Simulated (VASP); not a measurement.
# Ag (P6_3/mmc) in VASP: a series of runs

Runs on Ag. Level: LDA. Tasks: single point, relaxation of cell and atoms.

Everything below comes from runs of VASP 6.6.1. Logs are shortened: lines on timing, memory, paths and dates and some standing lists are left out, and cuts for length are marked.

**1. The cell of the first run**

Symmetry: P6_3/mmc, No. 194, hexagonal system. The conventional cell has a = 2.886 Å, b = 2.886 Å, c = 10.000 Å, α = 90.00°, β = 90.00°, γ = 120.00°. Ag (site symmetry -6m2) has 12 Ag at 2.89 to 3.00 Å within 3.8 Å. Within 3.8 Å of Ag (site symmetry -3m) lie 12 Ag at 2.89 to 3.00 Å.

This isn't the form of Ag at room conditions, which is fcc.

**2. Single point, LDA**

INCAR

```
PREC = Accurate
ENCUT = 520
EDIFF = 1E-6
ISMEAR = 0
SIGMA = 0.1
LREAL = False
LASPH = True
NELM = 80
ALGO = Normal
ISIF = 2
LWAVE = False
LCHARG = False
GGA = CA
NBANDS = 30
```

KPOINTS

```
regular mesh
0
Gamma
  6 6 2
```

POSCAR

```
Ag
1.0
    2.8861989086      0.0000000000      0.0000000000
   -1.4430994543      2.4995215753      0.0000000000
    0.0000000000      0.0000000000     10.0000000000
Ag
4
Direct
    0.3333333333      0.6666666667      0.2500000000
    0.6666666667      0.3333333333      0.7500000000
    0.0000000000      0.0000000000      0.0000000000
    0.0000000000      0.0000000000      0.5000000000
```

Potentials or basis: VASP PAW LDA potentials, release 64 (Ag).

Command:

```
$ cat potpaw_LDA.64/Ag/POTCAR > POTCAR
$ mpirun -np 1 vasp_std > vasp.out
```

OUTCAR:

```text
PREC = Accurate
   ENCUT = 520
   EDIFF = 1E-6
   ISMEAR = 0
   LREAL = False
   LASPH = True
   NELM = 80
   ISIF = 2
   GGA = CA

 ion  position               nearest neighbor table
   1  0.333  0.667  0.250-   3 3.00   4 3.00   3 3.00   4 3.00   3 3.00   4 3.00
   2  0.667  0.333  0.750-   3 3.00   4 3.00   3 3.00   4 3.00   3 3.00   4 3.00
   3  0.000  0.000  0.000-   1 3.00   2 3.00   2 3.00   1 3.00   2 3.00   1 3.00
   4  0.000  0.000  0.500-   1 3.00   2 3.00   2 3.00   1 3.00   2 3.00   1 3.00

  LATTYP: Found a hexagonal cell.
 ALAT       =     2.8861989086
 C/A-ratio  =     3.4647646668

  Lattice vectors:

 A1 = (   2.8861989086,   0.0000000000,   0.0000000000)
 A2 = (  -1.4430994543,   2.4995215753,   0.0000000000)
 A3 = (   0.0000000000,   0.0000000000,  10.0000000000)

Analysis of symmetry for initial positions (statically):
=====================================================================
 Subroutine PRICEL returns:
 Original cell was already a primitive cell.

 Routine SETGRP: Setting up the symmetry group for a
 hexagonal supercell.

 Subroutine GETGRP returns: Found 24 space group operations
 (whereof 12 operations were pure point group operations)
 out of a pool of 24 trial point group operations.

The static configuration has the point symmetry D_3d.
 The point group associated with its full space group is D_6h.

Analysis of symmetry for dynamics (positions and initial velocities):
=====================================================================
 Subroutine PRICEL returns:
 Original cell was already a primitive cell.

 Routine SETGRP: Setting up the symmetry group for a
 hexagonal supercell.

 Subroutine GETGRP returns: Found 24 space group operations
 (whereof 12 operations were pure point group operations)
 out of a pool of 24 trial point group operations.

The dynamic configuration has the point symmetry D_3d.
 The point group associated with its full space group is D_6h.

 Subroutine INISYM returns: Found 24 space group operations
 (whereof 12 operations are pure point group operations),
 and found     1 'primitive' translations

----------------------------------------------------------------------------------------

                                     Primitive cell

  volume of cell :      72.1412

  direct lattice vectors                    reciprocal lattice vectors
     2.886198909  0.000000000  0.000000000     0.346476467  0.200038281  0.000000000
    -1.443099454  2.499521575  0.000000000     0.000000000  0.400076563  0.000000000
     0.000000000  0.000000000 10.000000000     0.000000000  0.000000000  0.100000000

  length of vectors
     2.886198909  2.886198909 10.000000000     0.400076563  0.400076563  0.100000000

  position of ions in fractional coordinates (direct lattice)
     0.333333333  0.666666667  0.250000000
     0.666666667  0.333333333  0.750000000
     0.000000000  0.000000000  0.000000000
     0.000000000  0.000000000  0.500000000

  ion indices of the primitive-cell ions
   primitive index   ion index
                 1           1
                 2           2
                 3           3
                 4           4

----------------------------------------------------------------------------------------

 KPOINTS: regular mesh

Automatic generation of k-mesh.
 Grid dimensions read from file:
 generate k-points for:    6    6    2

 Generating k-lattice:

  Cartesian coordinates                     Fractional coordinates (reciprocal lattice)
     0.057746078  0.033339714  0.000000000     0.166666667 -0.000000000  0.000000000
     0.000000000  0.066679427  0.000000000     0.000000000  0.166666667  0.000000000
     0.000000000  0.000000000  0.050000000     0.000000000  0.000000000  0.500000000

  Length of vectors
     0.066679427  0.066679427  0.050000000

  Shift w.r.t. Gamma in fractional coordinates (k-lattice)
     0.000000000  0.000000000  0.000000000

 Subroutine IBZKPT returns following result:
 ===========================================

 Found     14 irreducible k-points:

 Following reciprocal coordinates:
            Coordinates               Weight
  0.000000  0.000000  0.000000      1.000000
  0.166667  0.000000  0.000000      6.000000
  0.333333 -0.000000  0.000000      6.000000
  0.500000  0.000000  0.000000      3.000000
  0.166667  0.166667  0.000000      6.000000
  0.333333  0.166667  0.000000     12.000000
  0.333333  0.333333  0.000000      2.000000
  0.000000  0.000000  0.500000      1.000000
  0.166667  0.000000  0.500000      6.000000
  0.333333 -0.000000  0.500000      6.000000
  0.500000  0.000000  0.500000      3.000000
  0.166667  0.166667  0.500000      6.000000
  0.333333  0.166667  0.500000     12.000000
  0.333333  0.333333  0.500000      2.000000
   k-points           NKPTS =     14   k-points in BZ     NKDIM =     14   number of bands    NBANDS=     30
   number of dos      NEDOS =    301   number of ions     NIONS =      4
   total plane-waves  NPLWV =  46080
   dimension x,y,z NGX =    24 NGY =   24 NGZ =   80
   dimension x,y,z NGXF=    48 NGYF=   48 NGZF=  160
   ions per type =               4
   NGX,Y,Z   is equivalent  to a cutoff of  13.82, 13.82, 13.30 a.u.
   NGXF,Y,Z  is equivalent  to a cutoff of  27.65, 27.65, 26.60 a.u.
 SYSTEM =  unknown system
   PREC   = accura    normal or accurate (medium, high low for compatibility)
   ISTART =      0    job   : 0-new  1-cont  2-samecut
   ICHARG =      2    charge: 1-file 2-atom 10-const
   ISPIN  =      1    spin polarized calculation?
   LNONCOLLINEAR =      F non collinear calculations
   LSORBIT =      F    spin-orbit coupling
   LASPH  =      T    aspherical Exc in radial PAW
   ENCUT  =  520.0 eV  38.22 Ry    6.18 a.u.   5.37  5.37 18.59*2*pi/ulx,y,z
   NELM   =     80;   NELMIN=  2; NELMDL= -5     # of ELM steps
   EDIFF  = 0.1E-05   stopping-criterion for ELM
   LREAL  =      F    real-space projection
   EDIFFG = 0.1E-04   stopping-criterion for IOM
   NSW    =      0    number of steps for IOM
   IBRION =     -1    ionic relax: 0-MD 1-quasi-New 2-CG
   NFREE  =      0    steps in history (QN), initial steepest desc. (CG)
   ISIF   =      2    stress and relaxation
   ISYM   =      2    0-nonsym 1-usesym 2-fastsym
   POTIM  = 0.5000    time-step for ionic-motion
   TEBEG  =    0.0;   TEEND  =   0.0 temperature during run
   PSTRESS=    0.0 pullay stress
   NELECT =      44.0000    total number of electrons
   NUPDOWN=      -1.0000    fix difference up-down
   EMIN   =  10.00;   EMAX   =-10.00  energy-range for DOS
   EFERMI =   0.00;   METHOD = LEGACY
   ISMEAR =     0;   SIGMA  =   0.10  broadening in eV -4-tet -1-fermi 0-gaus
   EFERMI_NEDOS =   21; number of points for ismear=-14 and -15
   IALGO  =     38    algorithm
   IMIX   =      4    mixing-type and parameters
     AMIX     =   0.40;   BMIX     =  1.00
     AMIX_MAG =   1.60;   BMIX_MAG =  1.00
  volume/ion in A,a.u.               =      18.04       121.71
  Fermi-wavevector in a.u.,A,eV,Ry     =   1.388347  2.623595 26.225328  1.927507
  Thomas-Fermi vector in A             =   2.512482
   LORBIT       =      0    0 simple, 1 ext, 2 COOP (PROOUT), +10 PAW based schemes
   GGA     = CA    functional components
   LHFCALC =     F    Hartree Fock is set to
   AEXX    =    0.0000 exact exchange contribution
   IVDW    =     0    specifies the selected vdW correction
   LEPSILON=     F    determine dielectric tensor
   LRPA    =     F    only Hartree local field effects (RPA)
 non-spin polarized calculation
 Gauss-broadening in eV      SIGMA  =   0.10
  energy-cutoff  :      520.00
  volume of cell :       72.14
 maximum number of plane-waves:      1993
 NGX is ok and might be reduce to    24
   NGX = 11   NGY = 11   NGZ = 37

 number of electron      43.9999999 magnetization

 Free energy of the ion-electron system (eV)
  ---------------------------------------------------
  ext. energy  EPLUGINS =         0.00000000
  ---------------------------------------------------
  free energy    TOTEN  =       -14.61401787 eV

  energy without entropy =      -14.60123878  energy(sigma->0) =      -14.60762833

 E-fermi :   7.4062     XC(G=0): -12.2518

 val. band max:        7.3295047426   @ k =   0.3333   0.1667   0.5000
 cond. band min:       7.4156645330   @ k =   0.5000   0.0000   0.0000
 fundamental gap:      0.0861597904
 Fermi energy:         7.4061645262

 k-point     1 :       0.0000    0.0000    0.0000
  band No.  band energies     occupation
      1      -0.0440      2.00000
      2       1.1362      2.00000
      3       1.1450      2.00000
      4       1.2567      2.00000
      5       2.5741      2.00000
      6       2.8420      2.00000
[... 22 lines left out ...]
     29      23.1856      0.00000
     30      24.1338      0.00000

 k-point     2 :       0.1667    0.0000    0.0000
  band No.  band energies     occupation
      1       0.6875      2.00000
      2       1.6446      2.00000
      3       1.7183      2.00000
      4       1.7500      2.00000
      5       2.4012      2.00000
      6       2.5071      2.00000
[... 22 lines left out ...]
     29      21.3482      0.00000
     30      21.3637      0.00000

 k-point     3 :       0.3333   -0.0000    0.0000
  band No.  band energies     occupation
      1       1.5039      2.00000
      2       1.5746      2.00000
      3       1.6131      2.00000
      4       1.8579      2.00000
      5       2.0120      2.00000
      6       2.2139      2.00000
[... 22 lines left out ...]
     29      18.6126      0.00000
     30      18.7764      0.00000

 k-point     4 :       0.5000    0.0000    0.0000
  band No.  band energies     occupation
      1       1.3260      2.00000
      2       1.3382      2.00000
      3       1.3820      2.00000
      4       1.6510      2.00000
      5       1.7686      2.00000
      6       2.1436      2.00000
[... 286 lines left out ...]
     29      17.8299      0.00000
     30      17.8299      0.00000

 k-point    13 :       0.3333    0.1667    0.5000
  band No.  band energies     occupation
      1       1.8125      2.00000
      2       1.8125      2.00000
      3       1.9112      2.00000
      4       1.9112      2.00000
      5       1.9474      2.00000
      6       1.9474      2.00000
[... 22 lines left out ...]
     29      15.8995      0.00000
     30      15.8995      0.00000

 k-point    14 :       0.3333    0.3333    0.5000
  band No.  band energies     occupation
      1       1.9862      2.00000
      2       1.9862      2.00000
      3       2.2428      2.00000
      4       2.2428      2.00000
      5       2.4494      2.00000
      6       2.4494      2.00000
[... 22 lines left out ...]
     29      14.4245      0.00000
     30      14.4245      0.00000

------------------------ aborting loop because EDIFF is reached ----------------------------------------

  FORCE on cell =-STRESS in cart. coord.  units (eV):
  Direction    XX          YY          ZZ          XY          YZ          ZX
  --------------------------------------------------------------------------------------
  -------------------------------------------------------------------------------------
  Total       -3.3838417     -3.3838417     -7.4802138      0.0000000      0.0000000      0.0000000
  in kB      -75.1514683    -75.1514683   -166.1274682      0.0000000      0.0000000      0.0000000
  external PRESSURE =    -105.4768016 kB  Pullay stress =       0.0000000 kB

 VOLUME and BASIS-vectors are now :
 -----------------------------------------------------------------------------
  energy-cutoff  :      520.00
  volume of cell :       72.14
      direct lattice vectors                 reciprocal lattice vectors
     2.886198909  0.000000000  0.000000000     0.346476467  0.200038281  0.000000000
    -1.443099454  2.499521575  0.000000000     0.000000000  0.400076563  0.000000000
     0.000000000  0.000000000 10.000000000     0.000000000  0.000000000  0.100000000

 POSITION                                       TOTAL-FORCE (eV/Angst)
 -----------------------------------------------------------------------------------
     -0.00000      1.66635      2.50000        -0.000000      0.000000     -0.000000
      1.44310      0.83317      7.50000         0.000000      0.000000     -0.000000
      0.00000      0.00000      0.00000         0.000000      0.000000      0.000000
      0.00000      0.00000      5.00000         0.000000      0.000000      0.000000
 -----------------------------------------------------------------------------------
    total drift:                               -0.000000      0.000000     -0.000000

  FREE ENERGIE OF THE ION-ELECTRON SYSTEM (eV)
  ---------------------------------------------------
  free  energy   TOTEN  =       -14.6140178737 eV

  energy  without entropy=      -14.6012387793  energy(sigma->0) =      -14.60762833
```

It took 38 s on 1 thread of Intel Xeon 8259CL, shared host; peak memory 0.17 GiB.

Results:

```yaml
Free_energy: -14.6140 eV
Pressure: -10.5 GPa
Band_gap_on_the_k_mesh: zero (bands 22 and 23 overlap by 6.61 eV)
```

Stress tensor (GPa, compression positive):
```
 -7.52   0.00   0.00
  0.00  -7.52   0.00
  0.00   0.00 -16.61
```

Caveat: the k points lie up to 0.42 Å⁻¹ apart, too coarse for converged energies and pressures of a metal.

**3. Single point, LDA**

This run uses another cell than the first one, of 16.03 Å³/atom.

INCAR

```
SYSTEM = Ag
  PREC = Accurate
  ENCUT = 520
  EDIFF = 1E-7
  ISMEAR = 0
  SIGMA = 0.1
  LREAL = .FALSE.
  LASPH = .TRUE.
  NELM = 80
  ALGO = Fast
  ISIF = 2
  LWAVE = .FALSE.
  LCHARG = .FALSE.
  NBANDS = 30
```

KPOINTS

```
regular mesh
0
G
  18 18 6
  0 0 0
```

POSCAR

```
Ag
1.0
    2.8294135870      0.0000000000      0.0000000000
   -1.4147067935      2.4503440442      0.0000000000
    0.0000000000      0.0000000000      9.2461088618
Ag
4
Direct
    0.3333333333      0.6666666667      0.2500000000
    0.6666666667      0.3333333333      0.7500000000
    0.0000000000      0.0000000000      0.0000000000
    0.0000000000      0.0000000000      0.5000000000
```

Potentials or basis: VASP PAW LDA potentials, release 64 (Ag).

Command:

```
$ cat potpaw_LDA.64/Ag/POTCAR > POTCAR
$ mpirun -np 1 vasp_std > vasp.out
```

It took 6.6 min on 1 thread of Intel Xeon 8259CL, shared host; peak memory 0.32 GiB.

Results (log left out):

| Property | Result |
| --- | --- |
| Free energy | -15.1181 eV |
| Pressure | 0.1 GPa |
| Band gap on the k mesh | zero (bands 22 and 23 overlap by 6.72 eV) |

Levels at points of the mesh, in eV from the Fermi level:
```
           k point  band 19  band 20  band 21  band 22  band 23  band 24  band 25  band 26
(0.00, 0.00, 0.00)    -3.66    -3.42    -3.42    -2.97    -2.97    -0.58     3.95    11.60
(0.50, 0.00, 0.00)    -2.75    -2.72    -0.31     0.62     1.12     1.65     4.67     4.74
(0.00, 0.00, 0.50)    -3.15    -3.15    -3.15    -3.15    -2.66    -2.66     6.85     6.85
(0.50, 0.00, 0.50)    -2.76    -2.76     0.22     0.22     1.47     1.47     5.05     5.05
```

[end of part 1 of 2]
